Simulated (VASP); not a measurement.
Here is a VASP 6.6.1 calculation.

The input INCAR:

```
SYSTEM = Au
PREC = Accurate
ENCUT = 600
EDIFF = 1E-6
ISMEAR = 0
SIGMA = 0.1
LREAL = .False.
LASPH = .True.
NELM = 80
ALGO = Fast
ISIF = 3
LWAVE = .False.
LCHARG = .False.
GGA = PE
IBRION = 2
NSW = 80
EDIFFG = -0.003
```

The input KPOINTS:

```
regular mesh
0
Gamma
  24 24 24
  0 0 0
```

Contents of POSCAR:

```
Au
1.0
    0.0000000000      2.0790000000      2.0790000000
    2.0790000000      0.0000000000      2.0790000000
    2.0790000000      2.0790000000      0.0000000000
Au
1
Direct
    0.0000000000      0.0000000000      0.0000000000
```

Potentials or basis: VASP PAW PBE potentials, release 64 (Au).

The run is started by

```sh
$ cat potpaw_PBE.64/Au/POTCAR > POTCAR
$ mpirun -np 1 vasp_std > vasp.out
```

Task: Predict the space group after relaxing (to 0.1 Å).

Result: Fm-3m (No. 225).

Task: What does it give for the band gap on the k mesh?

Result: Zero (an odd number of electrons rules out a gap without spin polarisation).

Task: What does it give for the relaxed cell?

Result: a = 2.939 Å, b = 2.939 Å, c = 2.939 Å, α = 60.00°, β = 60.00°, γ = 60.00°.

Final structure:
```cif
data_structure
_symmetry_space_group_name_H-M 'P 1'
_symmetry_Int_Tables_number 1
_cell_length_a 2.9389
_cell_length_b 2.9389
_cell_length_c 2.9389
_cell_angle_alpha 60.000
_cell_angle_beta 60.000
_cell_angle_gamma 60.000
_cell_volume 17.95
loop_
_atom_site_label
_atom_site_type_symbol
_atom_site_fract_x
_atom_site_fract_y
_atom_site_fract_z
_atom_site_occupancy
Au1 Au 0.00000 0.00000 0.00000 1
```

Caveat: spin-orbit coupling is left out, which moves the levels of the heavy elements.
